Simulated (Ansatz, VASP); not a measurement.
# Al3SiNO: VASP beside Ansatz

```
CELL_PARAMETERS angstrom
3.34866 0.00000 0.00740
0.00000 5.07130 0.00000
-0.14381 0.00000 5.23863
ATOMIC_POSITIONS crystal
Al 0.53500 0.00000 0.76513
Al 0.46500 0.00000 0.23487
Al 0.50000 0.50000 0.50000
Si 0.50000 0.50000 0.00000
N 0.00000 0.00000 0.00000
O 0.00000 0.50000 0.50000
```

Change from the starting cell: species swapped into the DyGaFeCo3 type (P2/m, No. 10).

Alike in both runs: functional PBE; k mesh 6 × 4 × 4; occupations gaussian, width 0.1 eV; no spin polarisation.

Ansatz relaxed the structure, and its values are those at the end. VASP's run is a single point on that final structure, the one shown.

```csv
,VASP,Ansatz
version,VASP 6.6.1,Ansatz 0.2.0
potentials or method,"VASP PAW PBE potentials, release 64 (Al, Si, N, O), cutoff 520 eV","scalar-relativistic, plane waves, PAW"
valence electrons in the cell,24,24
```

```csv
,VASP,Ansatz,Ansatz less VASP
gap on the k mesh at the Fermi level (eV),none,none,-
pressure (GPa),0.1,0.0,-0.03
rms of the force components (eV/Å),0.012,0.011,-0.0011
```

A gap of «none» marks a metal or a gap that the smearing closes.
